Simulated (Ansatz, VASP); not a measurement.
ZnSe in VASP and in Ansatz

```
CELL_PARAMETERS angstrom
0.00000 2.47741 2.93671
2.93671 0.00000 2.93671
2.93671 2.47741 0.00000
ATOMIC_POSITIONS crystal
Zn 0.00000 0.00000 0.00000
Se 0.75000 0.75000 0.75000
```

Change from the starting cell: strain +e along x and -e along y +0.0000, strain +e along z and -e/2 along x and y -0.1100.

Alike in both runs: task single point; functional LDA; k mesh 8 × 8 × 8; occupations gaussian, width 0.05 eV; no spin polarisation.

|  | VASP | Ansatz |
| --- | --- | --- |
| version | VASP 6.6.1 | Ansatz 0.2.0 |
| potentials or method | VASP PAW LDA potentials, release 64 (Zn, Se), cutoff 520 eV | scalar-relativistic, plane waves, PAW |
| valence electrons in the cell | 18 | 28 |

```csv
,VASP,Ansatz,Ansatz less VASP
gap on the k mesh at the Fermi level (eV),0.95,0.90,-0.044
least direct gap on the mesh (eV),0.95,0.90,-0.044
pressure (GPa),0.3,-0.1,-0.38
"traceless stress, the component that is largest in VASP (GPa)",3.03,3.08,+0.051
```

Ansatz warns that its potentials were made for another functional, while VASP's fit it. LDA's correlation is that of Perdew and Zunger in VASP and of Perdew and Wang (1992) in Ansatz. VASP's potentials hold 18 valence electrons a cell and Ansatz's 28, so a difference there can come from the potentials and not from the codes.
